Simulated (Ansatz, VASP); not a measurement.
# One calculation of Al5H, two programs

Contents of INCAR:

```
PREC     = Accurate       # precision mode
ENCUT    = 520            # plane-wave cutoff, eV
EDIFF    = 1E-6           # SCF threshold, eV
ISMEAR   = 0              # smearing method
SIGMA    = 0.1            # smearing width, eV
LREAL    = False          # projectors in reciprocal space
LASPH    = True           # aspherical terms in the spheres
NELM     = 60             # most SCF steps
ALGO     = Normal         # electronic algorithm
ISIF     = 2              # what is computed and relaxed
LWAVE    = False          # write WAVECAR
LCHARG   = False          # write CHGCAR
GGA      = PE             # functional
NBANDS   = 17             # bands
```

KPOINTS

```
regular mesh
0
Gamma
  4 4 4
```

Contents of POSCAR:

```
Al5H
1.0
    0.0000000000      3.4479308700      3.4479308700
    3.4479308700      0.0000000000      3.4479308700
    3.4479308700      3.4479308700      0.0000000000
Al H
5 1
Direct
    0.9081568500      0.9081568500      0.9081568500
    0.9081568500      0.9081568500      0.2755294500
    0.9081568500      0.2755294500      0.9081568500
    0.2755294500      0.9081568500      0.9081568500
    0.5000000000      0.5000000000      0.5000000000
    0.7500000000      0.7500000000      0.7500000000
```

Input for Ansatz:

```yaml
crystal:
  lattice:
    - [0.0, 3.44793087, 3.44793087]
    - [3.44793087, 0.0, 3.44793087]
    - [3.44793087, 3.44793087, 0.0]
  atoms:
    - { symbol: Al, position: [0.90815685, 0.90815685, 0.90815685] }
    - { symbol: Al, position: [0.90815685, 0.90815685, 0.27552945] }
    - { symbol: Al, position: [0.90815685, 0.27552945, 0.90815685] }
    - { symbol: Al, position: [0.27552945, 0.90815685, 0.90815685] }
    - { symbol: Al, position: [0.5, 0.5, 0.5] }
    - { symbol: H, position: [0.75, 0.75, 0.75] }
basis:
  ecutwfc: 420
kpoints:
  mp_grid: { grid: [4, 4, 4] }
hamiltonian:
  xc: pbe
scf:
  occupations: { method: gaussian, width: 0.1 }
  lower_state_search: "off"
output:
  forces: true
  stress: true
  eigenvalues: true
```

Alike in both runs: task single point; functional PBE; k mesh 4 × 4 × 4; occupations gaussian, width 0.1 eV; no spin polarisation.

|  | VASP | Ansatz |
| --- | --- | --- |
| version | VASP 6.6.1 | Ansatz 0.2.0 |
| potentials or method | VASP PAW PBE potentials, release 64 (Al, H), cutoff 520 eV | scalar-relativistic, plane waves, PAW |
| valence electrons in the cell | 16 | 16 |

```tsv
	VASP	Ansatz	Ansatz less VASP
gap on the k mesh at the Fermi level (eV)	none	none	-
rms of the force components (eV/Å)	15.948	16.007	+0.0597
```

Atom by atom the forces differ by 0.060 eV/Å (rms over components). A gap of «none» marks a metal or a gap that the smearing closes.

The k mesh is coarse, so the values compare programs but aren't converged.
